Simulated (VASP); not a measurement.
# SiO2: single point with LDA

SiO2:

```
Si O
1.0
    -2.37405    2.37405    3.74400
     2.37405   -2.37405    3.74400
     2.37405    2.37405   -3.74400
Si O
2 4
Cartesian
  0.0000 0.0000 0.0000
  0.0000 2.3740 1.8720
  1.1870 2.9599 2.8080
  0.5858 1.1870 0.9360
  -1.1870 1.7882 2.8080
  -0.5858 3.5611 0.9360
```

```json
{
 "Program": "VASP 6.6.1",
 "Task": "single point",
 "Functional": "LDA",
 "Potentials or basis": "VASP PAW LDA potentials, release 64 (Si, O)",
 "Cutoff": "520 eV",
 "k mesh": "6 × 6 × 6",
 "Occupations": "gaussian, width 0.01 eV",
 "Spin": "no spin polarisation"
}
```

```json
{
 "Pressure": "-2.3 GPa",
 "Largest force": "0.252 eV/Å",
 "Band gap on the k mesh": "5.82 eV, direct"
}
```

Forces on the atoms (eV/Å):
```
Si   0.000  0.000  0.000
Si   0.000  0.000  0.000
O    0.000 -0.252  0.000
O   -0.252  0.000  0.000
O    0.000  0.252  0.000
O    0.252  0.000  0.000
```

Stress tensor (GPa, compression positive):
```
-1.71  0.00  0.00
 0.00 -1.71  0.00
 0.00  0.00 -3.63
```

Levels at points of the mesh, in eV from the valence-band top:
| k point | band 14 | band 15 | band 16 | band 17 | band 18 | band 19 |
| --- | --- | --- | --- | --- | --- | --- |
| (0.00, 0.00, 0.00) | -1.02 | 0.00 | 0.00 | 5.82 | 8.42 | 11.06 |
| (0.50, 0.00, 0.00) | -0.68 | -0.28 | -0.18 | 8.20 | 8.94 | 9.76 |
| (0.50, 0.50, 0.00) | -0.75 | -0.23 | -0.23 | 9.24 | 9.24 | 9.92 |
| (0.50, 0.50, 0.50) | -1.50 | -0.11 | -0.11 | 8.78 | 8.78 | 9.45 |

It took 44 s on 1 thread of AMD EPYC 9R45 96-Core Processor (Zen 5), with other jobs on the host, peak memory 0.18 GiB.

A k mesh can miss the band edges. Expect the measured gap to be larger: semilocal functionals such as LDA lack the derivative discontinuity.
